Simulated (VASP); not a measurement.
Set up this calculation in VASP 6.6.1, as the native input.

```
Task                   : single point
Functional             : PBE
Potentials or basis    : VASP PAW PBE potentials, release 64 (Si, N)
Cutoff                 : 520 eV
k mesh                 : 6 × 6 × 8
Occupations            : fermi-dirac, width 0.02 eV
Spin                   : no spin polarisation
Dipole correction      : no
Further INCAR settings : ALGO = Normal; EDIFF = 1e-06; NBANDS = 45
```

The structure of Si3N4 lies in POSCAR:

```
Si3N4
1.0
    7.6817206964      0.0000000000      0.0000000000
   -3.8408603482      6.6525652678      0.0000000000
    0.0000000000      0.0000000000      2.9347029311
Si N
6 8
Direct
    0.2290856309      0.8231467635      0.7500000000
    0.4059388673      0.2290856309      0.2500000000
    0.8231467635      0.5940611327      0.2500000000
    0.1768532365      0.4059388673      0.7500000000
    0.5940611327      0.7709143691      0.7500000000
    0.7709143691      0.1768532365      0.2500000000
    0.3333333333      0.6666666667      0.7500000000
    0.6666666667      0.3333333333      0.2500000000
    0.9672689062      0.6693634603      0.7500000000
    0.2979054458      0.9672689062      0.2500000000
    0.6693634603      0.7020945542      0.2500000000
    0.3306365397      0.2979054458      0.7500000000
    0.0327310938      0.3306365397      0.2500000000
    0.7020945542      0.0327310938      0.7500000000
```

This cell differs from its parent crystal: strain +1.0%.

The input as run:

INCAR

```
SYSTEM = Si3N4
ALGO = Normal ; EDIFF = 1E-6
ENCUT = 520 ; GGA = PE
ISIF = 2 ; ISMEAR = -1
LASPH = .True. ; LCHARG = .False.
LREAL = .False. ; LWAVE = .False.
NBANDS = 45 ; NELM = 80
PREC = Accurate ; SIGMA = 0.02
```

KPOINTS

```
k-points
0
Gamma
  6 6 8
  0 0 0
```

Potentials or basis: VASP PAW PBE potentials, release 64 (Si, N).

The run is started by

```sh
$ cat potpaw_PBE.64/Si/POTCAR potpaw_PBE.64/N/POTCAR > POTCAR
$ mpirun -np 1 vasp_std > vasp.out
```

Results of the run:

- Pressure: -1.9 GPa
- Largest force: 0.037 eV/Å
- Band gap on the k mesh: 4.22 eV, indirect (least direct gap 4.41 eV)

Caveat: the cell differs from its parent crystal (strain +1.0%).

Wall time 2.5 min on 1 thread of Intel(R) Xeon(R) 6975P-C (Granite Rapids), with other jobs on the host, peak memory 0.38 GiB.
